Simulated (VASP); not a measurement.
SrO, 2 atoms in the cell. The structure is cubic, space group Fm-3m (No. 225). The conventional cell has a = 5.063 Å, b = 5.063 Å, c = 5.063 Å, α = 90.00°, β = 90.00°, γ = 90.00°. Sr (site symmetry m-3m) has 6 O at 2.53 Å within 3.3 Å. Within 3.3 Å of O (site symmetry m-3m) lie 6 Sr at 2.53 Å. 

```yaml
Program: VASP 6.6.1
Task: single point
Functional: b88 exchange, pbe correlation
Potentials_or_basis: VASP PAW PBE potentials, release 64 (Sr_sv, O)
Cutoff: 600 eV
k_mesh: 9 × 9 × 9
Occupations: methfessel-paxton, width 0.1 eV
Spin: no spin polarisation
Dipole_correction: no
Further_INCAR_settings: ALGO = Normal; EDIFF = 1e-06; NBANDS = 15
```

Potentials or basis: VASP PAW PBE potentials, release 64 (Sr_sv, O).

The run is started by

```sh
$ cat potpaw_PBE.64/Sr_sv/POTCAR potpaw_PBE.64/O/POTCAR > POTCAR
$ mpirun -np 1 vasp_std > vasp.out
```

Hardware: 1 thread of AMD EPYC 9R45 96-Core Processor (Zen 5), with other jobs on the host.

Question: Estimate the wall time of this run.

Answer: Wall time 15 s on 1 thread of AMD EPYC 9R45 96-Core Processor (Zen 5), with other jobs on the host, peak memory 0.15 GiB. Counts: scf iterations 13, k points 35.
